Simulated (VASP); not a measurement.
# Ta in VASP: relaxation of the atoms with PBEsol

Aim: the relaxation of the atoms of Ta with PBEsol.

All numbers are computed with VASP 6.6.1; they aren't measurements. Logs are shortened: lines on timing, memory, paths and dates and some standing lists are left out, and cuts for length are marked.

### Step 1. The cell of the first run

The cell holds a slab with vacuum, 6 atoms: a = 4.639 Å, b = 4.639 Å, c = 18.735 Å, α = 90.00°, β = 90.00°, γ = 120.00°.

### Step 2. Relaxation of the atoms, PBEsol

Contents of INCAR:

```
SYSTEM = Ta
PREC = Accurate
ENCUT = 520
EDIFF = 1E-7
ISMEAR = 0
SIGMA = 0.1
LREAL = .False.
LASPH = .True.
NELM = 80
ALGO = Normal
ISIF = 2
LWAVE = .False.
LCHARG = .False.
LDIPOL = .True.
IDIPOL = 3
DIPOL = 0.5 0.5 0.500
GGA = PS
IBRION = 2
NSW = 70
EDIFFG = -0.03
LUSENCCL = .False.
```

Contents of KPOINTS:

```
regular mesh
0
Gamma
  6 6 1
  0 0 0
```

Contents of POSCAR:

```
Ta
1.0
    4.6392671641      0.0000000000      0.0000000000
   -2.3196335821      4.0177232191      0.0000000000
    0.0000000000      0.0000000000     18.7349322219
Ta
6
Selective dynamics
Direct
    0.6666666667      0.3333333333      0.3736335908  F F F
    0.3333333333      0.6666666667      0.4241801545  F F F
    0.0000000000      0.0000000000      0.4747267182  F F F
    0.6666666667      0.3333333333      0.5252732818  T T T
    0.3333333333      0.6666666667      0.5758198455  T T T
    0.0000000000      0.0000000000      0.6263664092  T T T
```

Potentials or basis: VASP PAW PBE potentials, release 64 (Ta_pv).

Command:

```bash
$ cat potpaw_PBE.64/Ta_pv/POTCAR > POTCAR
$ mpirun -np 1 vasp_std > vasp.out
```

OUTCAR:

```text
SYSTEM = Ta
   PREC = Accurate
   ENCUT = 520
   EDIFF = 1E-7
   ISMEAR = 0
   LREAL = .False.
   LASPH = .True.
   NELM = 80
   ISIF = 2
   GGA = PS
   IBRION = 2
   NSW = 70
   EDIFFG = -0.03

 ion  position               nearest neighbor table
   1  0.667  0.333  0.374-   4 2.84   2 2.84   2 2.84   2 2.84   3 3.28   3 3.28   3 3.28
   2  0.333  0.667  0.424-   5 2.84   1 2.84   3 2.84   1 2.84   3 2.84   3 2.84   1 2.84   4 3.28
                             4 3.28   4 3.28
   3  0.000  0.000  0.475-   4 2.84   4 2.84   4 2.84   6 2.84   2 2.84   2 2.84   2 2.84   5 3.28
                             5 3.28   5 3.28   1 3.28   1 3.28   1 3.28
   4  0.667  0.333  0.525-   3 2.84   3 2.84   3 2.84   1 2.84   5 2.84   5 2.84   5 2.84   2 3.28
                             2 3.28   2 3.28   6 3.28   6 3.28   6 3.28
   5  0.333  0.667  0.576-   2 2.84   4 2.84   6 2.84   4 2.84   6 2.84   6 2.84   4 2.84   3 3.28
                             3 3.28   3 3.28
   6  0.000  0.000  0.626-   3 2.84   5 2.84   5 2.84   5 2.84   4 3.28   4 3.28   4 3.28

  LATTYP: Found a hexagonal cell.
 ALAT       =     4.6392671641
 C/A-ratio  =     4.0383387201

  Lattice vectors:

 A1 = (   4.6392671641,   0.0000000000,   0.0000000000)
 A2 = (  -2.3196335821,   4.0177232191,   0.0000000000)
 A3 = (   0.0000000000,   0.0000000000,  18.7349322219)

Analysis of symmetry for initial positions (statically):
=====================================================================
 Subroutine PRICEL returns:
 Original cell was already a primitive cell.

 Routine SETGRP: Setting up the symmetry group for a
 hexagonal supercell.

 Subroutine GETGRP returns: Found 12 space group operations
 (whereof  6 operations were pure point group operations)
 out of a pool of 24 trial point group operations.

The static configuration has the point symmetry C_3v.
 The point group associated with its full space group is D_3d.

Analysis of symmetry for dynamics (positions and initial velocities):
=====================================================================
 Subroutine PRICEL returns:
 Original cell was already a primitive cell.

 Routine SETGRP: Setting up the symmetry group for a
 hexagonal supercell.

 Subroutine GETGRP returns: Found 12 space group operations
 (whereof  6 operations were pure point group operations)
 out of a pool of 24 trial point group operations.

The dynamic configuration has the point symmetry C_3v.
 The point group associated with its full space group is D_3d.

Analysis of constrained symmetry for selective dynamics:
=====================================================================
 Subroutine PRICEL returns:
 Original cell was already a primitive cell.

 Routine SETGRP: Setting up the symmetry group for a
 hexagonal supercell.

 Subroutine GETGRP returns: Found  6 space group operations
 (whereof  6 operations were pure point group operations)
 out of a pool of 24 trial point group operations.

The constrained configuration has the point symmetry C_3v.

 Subroutine INISYM returns: Found  6 space group operations
 (whereof  6 operations are pure point group operations),
 and found     1 'primitive' translations

----------------------------------------------------------------------------------------

                                     Primitive cell

  volume of cell :     349.2059

  direct lattice vectors                    reciprocal lattice vectors
     4.639267164  0.000000000  0.000000000     0.215551285  0.124448593 -0.000000000
    -2.319633582  4.017723219  0.000000000     0.000000000  0.248897185  0.000000000
     0.000000000  0.000000000 18.734932222     0.000000000 -0.000000000  0.053376227

  length of vectors
     4.639267164  4.639267164 18.734932222     0.248897185  0.248897185  0.053376227

  position of ions in fractional coordinates (direct lattice)
[... 58 lines left out ...]
   NGXF,Y,Z  is equivalent  to a cutoff of  25.80, 25.80, 24.85 a.u.
 SYSTEM =  Ta
   PREC   = accura    normal or accurate (medium, high low for compatibility)
   ISTART =      0    job   : 0-new  1-cont  2-samecut
   ICHARG =      2    charge: 1-file 2-atom 10-const
   ISPIN  =      1    spin polarized calculation?
   LNONCOLLINEAR =      F non collinear calculations
   LSORBIT =      F    spin-orbit coupling
   LASPH  =      T    aspherical Exc in radial PAW
   ENCUT  =  520.0 eV  38.22 Ry    6.18 a.u.   8.63  8.63 34.83*2*pi/ulx,y,z
   NELM   =     80;   NELMIN=  2; NELMDL= -5     # of ELM steps
   EDIFF  = 0.1E-06   stopping-criterion for ELM
   LREAL  =      F    real-space projection
   EDIFFG = -.3E-01   stopping-criterion for IOM
   NSW    =     70    number of steps for IOM
   IBRION =      2    ionic relax: 0-MD 1-quasi-New 2-CG
   NFREE  =      1    steps in history (QN), initial steepest desc. (CG)
   ISIF   =      2    stress and relaxation
   ISYM   =      2    0-nonsym 1-usesym 2-fastsym
   POTIM  = 0.5000    time-step for ionic-motion
   TEBEG  =    0.0;   TEEND  =   0.0 temperature during run
   PSTRESS=    0.0 pullay stress
   NELECT =      66.0000    total number of electrons
   NUPDOWN=      -1.0000    fix difference up-down
   EMIN   =  10.00;   EMAX   =-10.00  energy-range for DOS
   EFERMI =   0.00;   METHOD = LEGACY
   ISMEAR =     0;   SIGMA  =   0.10  broadening in eV -4-tet -1-fermi 0-gaus
   EFERMI_NEDOS =   21; number of points for ismear=-14 and -15
   IALGO  =     38    algorithm
   IMIX   =      4    mixing-type and parameters
     AMIX     =   0.40;   BMIX     =  1.00
     AMIX_MAG =   1.60;   BMIX_MAG =  1.00
  volume/ion in A,a.u.               =      58.20       392.76
  Fermi-wavevector in a.u.,A,eV,Ry     =   0.939498  1.775393 12.009258  0.882656
  Thomas-Fermi vector in A             =   2.066816
   LORBIT       =      0    0 simple, 1 ext, 2 COOP (PROOUT), +10 PAW based schemes
   GGA     = PS    functional components
   LHFCALC =     F    Hartree Fock is set to
   AEXX    =    0.0000 exact exchange contribution
   IVDW    =     0    specifies the selected vdW correction
   LEPSILON=     F    determine dielectric tensor
   LRPA    =     F    only Hartree local field effects (RPA)
 conjugate gradient relaxation of ions
 non-spin polarized calculation
 Gauss-broadening in eV      SIGMA  =   0.10
  energy-cutoff  :      520.00
  volume of cell :      349.21
 maximum number of plane-waves:      9447
 NGX is ok and might be reduce to    36
   NGX = 17   NGY = 17   NGZ = 69

--------------------------------------- Ionic step        1  -------------------------------------------

 number of electron      66.0000006 magnetization

 Free energy of the ion-electron system (eV)
  ---------------------------------------------------
  ext. energy  EPLUGINS =         0.00000000
  ---------------------------------------------------
  free energy    TOTEN  =       -67.55049655 eV

  energy without entropy =      -67.51361154  energy(sigma->0) =      -67.53205405

------------------------ aborting loop because EDIFF is reached ----------------------------------------

  FORCE on cell =-STRESS in cart. coord.  units (eV):
  Direction    XX          YY          ZZ          XY          YZ          ZX
  --------------------------------------------------------------------------------------
  -------------------------------------------------------------------------------------
  Total      -10.3595338    -10.3595338    -12.5474591      0.0000000      0.0000000      0.0000000
  in kB      -47.5301594    -47.5301594    -57.5684910      0.0000000      0.0000000      0.0000000
  external PRESSURE =     -50.8762699 kB  Pullay stress =       0.0000000 kB
[... 221 lines left out ...]
  FREE ENERGIE OF THE ION-ELECTRON SYSTEM (eV)
  ---------------------------------------------------
  free  energy   TOTEN  =       -67.9947813220 eV

  energy  without entropy=      -67.9705962838  energy(sigma->0) =      -67.98268880

 dipolmoment           0.000000      0.000000     -0.013892 electrons x Angstroem

--------------------------------------- Ionic step        7  -------------------------------------------

 number of electron      66.0000006 magnetization

------------------------ aborting loop because EDIFF is reached ----------------------------------------
[... 37 lines left out ...]
 number of electron      66.0000006 magnetization

------------------------ aborting loop because EDIFF is reached ----------------------------------------

 vacuum level on the upper side and lower side of the slab       (xc-potential included)        -0.062        -0.237

  FORCE on cell =-STRESS in cart. coord.  units (eV):
  Direction    XX          YY          ZZ          XY          YZ          ZX
  --------------------------------------------------------------------------------------
  -------------------------------------------------------------------------------------
  Total       -5.6068289     -5.6068289     -3.9629266      0.0000000     -0.0000000     -0.0000000
  in kB      -25.7244657    -25.7244657    -18.1821436      0.0000000     -0.0000000     -0.0000000
  external PRESSURE =     -23.2103583 kB  Pullay stress =       0.0000000 kB
[... 27 lines left out ...]
--------------------------------------- Ionic step        9  -------------------------------------------

 number of electron      66.0000006 magnetization

 dipolmoment           0.000000      0.000000      0.018156 electrons x Angstroem

 Free energy of the ion-electron system (eV)
  ---------------------------------------------------
  ext. energy  EPLUGINS =         0.00000000
  ---------------------------------------------------
  free energy    TOTEN  =       -67.99886098 eV

  energy without entropy =      -67.97308522  energy(sigma->0) =      -67.98597310

 E-fermi :  -0.6882     XC(G=0):  -5.0672

 val. band max:       -0.7079986363   @ k =   0.3333   0.3333   0.0000
 cond. band min:      -0.6654446617   @ k =   0.3333   0.3333   0.0000
 fundamental gap:      0.0425539747
 Fermi energy:        -0.6882137934

 k-point     1 :       0.0000    0.0000    0.0000
  band No.  band energies     occupation
      1     -35.3415      2.00000
      2     -35.2406      2.00000
      3     -35.0065      2.00000
      4     -35.0065      2.00000
      5     -34.8605      2.00000
      6     -34.8605      2.00000
[... 283 lines left out ...]
     38       0.6529      0.00000
     39       0.6974      0.00000

------------------------ aborting loop because EDIFF is reached ----------------------------------------

 vacuum level on the upper side and lower side of the slab       (xc-potential included)         0.069        -0.232

  FORCE on cell =-STRESS in cart. coord.  units (eV):
  Direction    XX          YY          ZZ          XY          YZ          ZX
  --------------------------------------------------------------------------------------
  -------------------------------------------------------------------------------------
  Total       -5.5197808     -5.5197808     -3.7079291      0.0000000     -0.0000000     -0.0000000
  in kB      -25.3250836    -25.3250836    -17.0122002      0.0000000     -0.0000000     -0.0000000
  external PRESSURE =     -22.5541224 kB  Pullay stress =       0.0000000 kB
[... 21 lines left out ...]
  FREE ENERGIE OF THE ION-ELECTRON SYSTEM (eV)
  ---------------------------------------------------
  free  energy   TOTEN  =       -67.9988609753 eV

  energy  without entropy=      -67.9730852163  energy(sigma->0) =      -67.98597310

 reached required accuracy - stopping structural energy minimisation

 vacuum level on the upper side and lower side of the slab         2.990         2.693
```

Run time: 6 min. Hardware: 1 × NVIDIA H100 80GB with 1 thread of Intel Xeon Platinum 8481C at 2.70GHz (Sapphire Rapids), shared host; peak memory 1.4 GiB.

What came out:

```yaml
Free_energy: -67.9989 eV
Energy_gained_by_relaxing: 74.7 meV/atom
Ionic_steps: 9
```

The path:
| step | energy change (eV) | largest force on free atoms (eV/Å) | pressure (GPa) |
| --- | --- | --- | --- |
| 1 | 0.0000 | 2.4203 | -5.09 |
| 2 | -0.2556 | 1.5570 | -4.36 |
| 3 | -0.3877 | 0.7881 | -3.22 |
| 4 | -0.4194 | 0.3955 | -2.90 |
| 5 | -0.4290 | 0.5252 | -2.58 |
| 6 | -0.4443 | 0.2371 | -2.44 |
| 7 | -0.4481 | 0.0924 | -2.32 |
| 8 | -0.4481 | 0.0900 | -2.32 |
| 9 | -0.4484 | 0.0293 | -2.26 |

Final structure:
```yaml
crystal:
  lattice:
    - [4.63927, 0.00000, 0.00000]
    - [-2.31963, 4.01772, 0.00000]
    - [0.00000, 0.00000, 18.73493]
  atoms:
    - { symbol: Ta, position: [0.66667, 0.33333, 0.37363] }
    - { symbol: Ta, position: [0.33333, 0.66667, 0.42418] }
    - { symbol: Ta, position: [0.00000, 0.00000, 0.47473] }
    - { symbol: Ta, position: [0.66667, 0.33333, 0.52212] }
    - { symbol: Ta, position: [0.33333, 0.66667, 0.56641] }
    - { symbol: Ta, position: [0.00000, 0.00000, 0.61088] }
```

Caveat: the PAW data sets were made with another functional, which shifts forces and pressure a little; spin-orbit coupling is left out, which moves the levels of the heavy elements.
